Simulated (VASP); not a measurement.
# Mg8HO8 (a cell with a defect) in VASP: single point with PBE+D3(BJ)

Aim: the single point of Mg8HO8 (a cell with a defect) with PBE+D3(BJ).

Everything below comes from runs of VASP 6.6.1. Logs are shortened: lines on timing, memory, paths and dates and some standing lists are left out, and cuts for length are marked.

### 1 The cell of the first run

The cell holds a defect, 17 atoms: a = 5.446 Å, b = 5.446 Å, c = 5.446 Å, α = 60.00°, β = 60.00°, γ = 60.00°.

### 2 Single point, PBE+D3(BJ), collinear spin

Contents of INCAR:

```
PREC = Accurate ; ENCUT = 520
EDIFF = 1E-6 ; ISMEAR = 0
SIGMA = 0.05 ; LREAL = F
LASPH = T ; NELM = 200
ALGO = Normal ; ISIF = 2
LWAVE = F ; LCHARG = F
ISPIN = 2 ; MAGMOM = 0 0 0 0 0 0 0 0 0.09 0.09 0 0.09 0 0.09 0 0 0.4
LORBIT = 11 ; GGA = PE
IVDW = 12 ; NBANDS = 50
GGA_COMPAT = F
```

Contents of KPOINTS:

```
Automatic mesh
0
Gamma
  3 3 3
```

Contents of POSCAR:

```
Mg8HO8
1.0
    0.0000000000      3.8510000000      3.8510000000
    3.8510000000      0.0000000000      3.8510000000
    3.8510000000      3.8510000000      0.0000000000
Mg O H
8 8 1
Direct
   -0.0012408465     -0.0213564009      0.0211382758
   -0.0041757985      0.0055416775      0.5046107505
    0.0031812516      0.4948592573     -0.0061160737
   -0.0013972994      0.5220846533      0.4776969618
    0.4998889899     -0.0080603739      0.0078422488
    0.4921439886      0.0058967801      0.5049214490
    0.5061957933      0.4951700857     -0.0057605817
    0.4997791483      0.5086604778      0.4911221761
    0.2469071670      0.2531819008      0.2517840821
    0.2820673851      0.2502340950      0.7495467411
    0.2532130615      0.7502818748      0.2494994807
    0.2468856141      0.7527082576      0.7522507141
    0.7520627110      0.2475314204      0.2470736172
    0.7197479875      0.2503364061      0.7494446897
    0.7453651000      0.7503689951      0.2494121008
    0.7520916645      0.7479974033      0.7465998442
    0.0032981044      0.2503702934      0.7494108024
```

Potentials or basis: VASP PAW PBE potentials, release 64 (Mg, O, H).

On the command line:

```sh
$ cat potpaw_PBE.64/Mg/POTCAR potpaw_PBE.64/O/POTCAR potpaw_PBE.64/H/POTCAR > POTCAR
$ mpirun -np 1 vasp_std > vasp.out
```

OUTCAR:

```text
PREC = Accurate
   ENCUT = 520
   EDIFF = 1E-6
   ISMEAR = 0
   LREAL = F
   LASPH = T
   NELM = 200
   ISIF = 2
   ISPIN = 2
   LORBIT = 11
   GGA = PE
   IVDW = 12
 IVDW          = 12

 ion  position               nearest neighbor table
   1  0.999  0.979  0.021-  17 1.48  15 1.86  11 1.86  12 1.91  13 1.91  14 2.12  10 2.14   4 2.49
                             6 2.70   3 2.70   2 2.70   7 2.70   5 2.72   5 2.73   7 2.75   2 2.75
   2  0.996  0.006  0.505-  14 1.89  12 1.92   9 1.92  16 1.93  13 1.93  11 1.97   1 2.70   4 2.70
                             6 2.70   8 2.72   5 2.72   3 2.72   3 2.72   8 2.73   5 2.73   6 2.74
   3  0.003  0.495  0.994-  10 1.89  16 1.92  13 1.92  12 1.93   9 1.93  15 1.97   4 2.70   1 2.70
                             7 2.70   8 2.72   5 2.72   2 2.72   2 2.72   5 2.72   8 2.73   7 2.74
   4  0.999  0.522  0.478-  17 1.48  15 1.86  11 1.86   9 1.91  16 1.91  14 2.12  10 2.14   1 2.49
                             6 2.70   3 2.70   2 2.70   7 2.70   8 2.72   8 2.73   7 2.75   2 2.75
   5  0.500  0.992  0.008-  10 1.84  14 1.85  15 1.88  11 1.88   9 1.95  16 1.95   8 2.63   1 2.72
                             7 2.72   2 2.72   3 2.72   6 2.72   6 2.72   3 2.72   2 2.73   7 2.73
   6  0.492  0.006  0.505-  10 1.89   9 1.92  12 1.92  13 1.93  16 1.93  15 1.97   4 2.70   1 2.70
                             2 2.70   8 2.72   5 2.72   7 2.72   7 2.72   5 2.72   8 2.73   2 2.74
   7  0.506  0.495  0.994-  14 1.89  13 1.92  16 1.92   9 1.93  12 1.93  11 1.97   1 2.70   4 2.70
                             3 2.70   8 2.72   5 2.72   6 2.72   6 2.72   5 2.73   8 2.73   3 2.74
   8  0.500  0.509  0.491-  10 1.84  14 1.85  15 1.88  11 1.88  12 1.95  13 1.95   5 2.63   4 2.72
                             7 2.72   2 2.72   3 2.72   6 2.72   6 2.73   3 2.73   2 2.73   7 2.73
   9  0.247  0.253  0.252-   4 1.91   6 1.92   2 1.92   7 1.93   3 1.93   5 1.95
  10  0.282  0.250  0.750-   5 1.84   8 1.84   3 1.89   6 1.89   1 2.14   4 2.14
  11  0.253  0.750  0.249-   1 1.86   4 1.86   8 1.88   5 1.88   2 1.97   7 1.97
  12  0.247  0.753  0.752-   1 1.91   6 1.92   2 1.92   7 1.93   3 1.93   8 1.95
  13  0.752  0.248  0.247-   1 1.91   3 1.92   7 1.92   2 1.93   6 1.93   8 1.95
  14  0.720  0.250  0.749-   5 1.85   8 1.85   7 1.89   2 1.89   4 2.12   1 2.12
  15  0.745  0.750  0.249-   4 1.86   1 1.86   5 1.88   8 1.88   6 1.97   3 1.97
  16  0.752  0.748  0.747-   4 1.91   3 1.92   7 1.92   2 1.93   6 1.93   5 1.95
  17  0.003  0.250  0.749-   4 1.48   1 1.48

  LATTYP: Found a face centered cubic cell.
 ALAT       =     7.7020000000

  Lattice vectors:

 A1 = (   0.0000000000,   3.8510000000,   3.8510000000)
 A2 = (   3.8510000000,   0.0000000000,   3.8510000000)
 A3 = (   3.8510000000,   3.8510000000,   0.0000000000)

Analysis of symmetry for initial positions (statically):
=====================================================================
 Subroutine PRICEL returns:
 Original cell was already a primitive cell.

 Routine SETGRP: Setting up the symmetry group for a
 face centered cubic supercell.

 Subroutine GETGRP returns: Found  2 space group operations
 (whereof  1 operations were pure point group operations)
 out of a pool of 48 trial point group operations.

The static configuration has the point symmetry C_1 .
 The point group associated with its full space group is C_1h.

Analysis of symmetry for dynamics (positions and initial velocities):
=====================================================================
 Subroutine PRICEL returns:
 Original cell was already a primitive cell.

 Routine SETGRP: Setting up the symmetry group for a
 face centered cubic supercell.

 Subroutine GETGRP returns: Found  2 space group operations
 (whereof  1 operations were pure point group operations)
 out of a pool of 48 trial point group operations.

The dynamic configuration has the point symmetry C_1 .
 The point group associated with its full space group is C_1h.

Analysis of structural, dynamic, and magnetic symmetry:
=====================================================================
 Subroutine PRICEL returns:
 Original cell was already a primitive cell.

 Routine SETGRP: Setting up the symmetry group for a
 face centered cubic supercell.

 Subroutine GETGRP returns: Found  1 space group operations
 (whereof  1 operations were pure point group operations)
 out of a pool of 48 trial point group operations.

The overall configuration has the point symmetry C_1 .

 Subroutine INISYM returns: Found  1 space group operations
 (whereof  1 operations are pure point group operations),
 and found     1 'primitive' translations

----------------------------------------------------------------------------------------

[... 107 lines left out ...]
   LSORBIT =      F    spin-orbit coupling
   LASPH  =      T    aspherical Exc in radial PAW
   ENCUT  =  520.0 eV  38.22 Ry    6.18 a.u.  10.13 10.13 10.13*2*pi/ulx,y,z
   NELM   =    200;   NELMIN=  2; NELMDL= -5     # of ELM steps
   EDIFF  = 0.1E-05   stopping-criterion for ELM
   LREAL  =      F    real-space projection
   EDIFFG = 0.1E-04   stopping-criterion for IOM
   NSW    =      0    number of steps for IOM
   IBRION =     -1    ionic relax: 0-MD 1-quasi-New 2-CG
   NFREE  =      0    steps in history (QN), initial steepest desc. (CG)
   ISIF   =      2    stress and relaxation
   ISYM   =      2    0-nonsym 1-usesym 2-fastsym
   POTIM  = 0.5000    time-step for ionic-motion
   TEBEG  =    0.0;   TEEND  =   0.0 temperature during run
   PSTRESS=    0.0 pullay stress
   NELECT =      65.0000    total number of electrons
   NUPDOWN=      -1.0000    fix difference up-down
   EMIN   =  10.00;   EMAX   =-10.00  energy-range for DOS
   EFERMI =   0.00;   METHOD = LEGACY
   ISMEAR =     0;   SIGMA  =   0.05  broadening in eV -4-tet -1-fermi 0-gaus
   EFERMI_NEDOS =   21; number of points for ismear=-14 and -15
   IALGO  =     38    algorithm
   IMIX   =      4    mixing-type and parameters
     AMIX     =   0.40;   BMIX     =  1.00
     AMIX_MAG =   1.60;   BMIX_MAG =  1.00
  volume/ion in A,a.u.               =       6.72        45.34
  Fermi-wavevector in a.u.,A,eV,Ry     =   1.356633  2.563665 25.040891  1.840454
  Thomas-Fermi vector in A             =   2.483620
   LORBIT       =     11    0 simple, 1 ext, 2 COOP (PROOUT), +10 PAW based schemes
   GGA     = PE    functional components
   LHFCALC =     F    Hartree Fock is set to
   AEXX    =    0.0000 exact exchange contribution
   IVDW    =    12    specifies the selected vdW correction
   LEPSILON=     F    determine dielectric tensor
   LRPA    =     F    only Hartree local field effects (RPA)
 spin polarized calculation
 Gauss-broadening in eV      SIGMA  =   0.05
  energy-cutoff  :      520.00
  volume of cell :      114.22
 maximum number of plane-waves:      3119
 NGX is ok and might be reduce to    42
   NGX = 21   NGY = 21   NGZ = 21

 number of electron      64.9999991 magnetization       0.9259592

 Free energy of the ion-electron system (eV)
  ---------------------------------------------------
  ext. energy  EPLUGINS =         0.00000000
  ---------------------------------------------------
  free energy    TOTEN  =       -83.52410061 eV

  energy without entropy =      -83.52234102  energy(sigma->0) =      -83.52322081

 E-fermi :  10.7356     XC(G=0): -12.5141

 val. band max:       10.7237869996   @ k =   0.3333  -0.3333  -0.3333
 cond. band min:      10.8644069492   @ k =   0.0000   0.3333   0.0000
 fundamental gap:      0.1406199496
 Fermi energy:        10.7356401616

 spin component 1

 k-point     1 :       0.0000    0.0000    0.0000
  band No.  band energies     occupation
      1     -13.4304      1.00000
      2     -11.5023      1.00000
      3     -11.4560      1.00000
      4     -11.1323      1.00000
      5     -11.1282      1.00000
      6     -10.9472      1.00000
[... 647 lines left out ...]
     43      18.4125      0.00000
     44      18.9636      0.00000
 Fermi energy:        10.7356401616

 spin component 2

 k-point     1 :       0.0000    0.0000    0.0000
  band No.  band energies     occupation
      1     -13.3447      1.00000
      2     -11.4505      1.00000
      3     -11.3574      1.00000
      4     -11.1218      1.00000
      5     -11.1195      1.00000
      6     -10.7880      1.00000
[... 647 lines left out ...]
     43      18.4300      0.00000
     44      18.9809      0.00000
 [bands above 44 left out]

------------------------ aborting loop because EDIFF is reached ----------------------------------------

 Edisp (eV)   -6.42968

 E8    (eV) :    -2.5029

  FORCE on cell =-STRESS in cart. coord.  units (eV):
  Direction    XX          YY          ZZ          XY          YZ          ZX
  --------------------------------------------------------------------------------------
  -------------------------------------------------------------------------------------
  Total      53.30502    68.39646    68.34580     0.00003     0.73969     0.00003
  in kB     747.70137   959.38656   958.67595     0.00047    10.37555     0.00044
  external pressure =      888.59 kB  Pullay stress =        0.00 kB

 VOLUME and BASIS-vectors are now :
 -----------------------------------------------------------------------------
  energy-cutoff  :      520.00
  volume of cell :      114.22
      direct lattice vectors                 reciprocal lattice vectors
     0.000000000  3.851000000  3.851000000    -0.129836406  0.129836406  0.129836406
     3.851000000  0.000000000  3.851000000     0.129836406 -0.129836406  0.129836406
     3.851000000  3.851000000  0.000000000     0.129836406  0.129836406 -0.129836406

 POSITION                                       TOTAL-FORCE (eV/Angst)
 -----------------------------------------------------------------------------------
      3.85016      3.92763      7.61498        -0.000020     -0.003637      0.022578
      1.96460      5.77818      3.85626        -0.012789     -0.014489     -0.013988
      5.73315      3.83970      1.91795         0.024699      0.034160      0.028566
      3.85016      5.68523      5.85617        -0.000025      0.029240     -0.001157
      3.85016      1.95527      5.74503        -0.000043     -0.085230      0.082947
      1.96716      3.83970      1.91796        -0.024569      0.034144      0.028561
[... 9 lines left out ...]
      5.75569      5.77146      5.77684        -0.016688      0.018812     -0.026108
      3.85016      2.89868      0.97688         0.000008      0.000688      0.001554
 -----------------------------------------------------------------------------------
    total drift:                               -0.000096     -0.000341     -0.000082

  FREE ENERGIE OF THE ION-ELECTRON SYSTEM (eV)
  ---------------------------------------------------
  free  energy   TOTEN  =       -89.9537854177 eV

  energy  without entropy=      -89.9520258357  energy(sigma->0) =      -89.95290563

 total charge

# of ion       s       p       d       tot
------------------------------------------
    1        0.216   0.317   0.174   0.707
    2        0.197   0.290   0.154   0.641
    3        0.197   0.289   0.154   0.641
    4        0.216   0.317   0.174   0.707
    5        0.209   0.317   0.176   0.703
    6        0.197   0.289   0.154   0.641
[... 9 lines left out ...]
   16        1.555   3.736   0.000   5.291
   17        0.646   0.034   0.000   0.680
--------------------------------------------------
tot         14.778  32.337   1.318  48.434

 magnetization (x)

# of ion       s       p       d       tot
------------------------------------------
    1        0.008   0.014   0.014   0.037
    2       -0.000  -0.001  -0.000  -0.001
    3       -0.000  -0.001  -0.000  -0.001
    4        0.008   0.014   0.014   0.037
    5        0.001   0.003   0.003   0.007
    6       -0.000  -0.001  -0.000  -0.001
[... 9 lines left out ...]
   16        0.000   0.005   0.000   0.005
   17        0.263   0.002   0.000   0.264
--------------------------------------------------
tot          0.324   0.398   0.034   0.756
```

Run time: 5.8 min. Hardware: 1 thread of Intel Xeon 8259CL, shared host; peak memory 0.42 GiB.

What came out:

```yaml
Free_energy: -89.9538 eV
Pressure: 88.9 GPa
Largest_force: 0.321 eV/Å
Net_moment: 0.93 μB per cell
Site_moments: Mg +0.04, -0.00, +0.01 (each value once); O +0.01, +0.20, -0.00, +0.19 (each value once); H +0.26 μB
Valence_electrons_inside_the_program's_atomic_spheres: Mg 0.71, 0.64, 0.70 (each value once); O 5.29, 5.28, 5.32 (each value once); H 0.68
Dispersion_energy_per_atom: -0.378 eV
```

Forces on the atoms (eV/Å):
```
Mg   0.000 -0.004  0.023
Mg  -0.013 -0.014 -0.014
Mg   0.025  0.034  0.029
Mg   0.000  0.029 -0.001
Mg   0.000 -0.085  0.083
Mg  -0.025  0.034  0.029
Mg   0.013 -0.014 -0.014
Mg   0.000  0.089 -0.075
O    0.017  0.019 -0.026
O    0.000 -0.229 -0.225
O    0.000  0.012  0.018
O    0.016 -0.023  0.023
O   -0.016 -0.023  0.023
O    0.000  0.180  0.183
O    0.000 -0.024 -0.029
O   -0.017  0.019 -0.026
H    0.000  0.001  0.002
```

Caveat: the k points lie up to 0.47 Å⁻¹ apart.
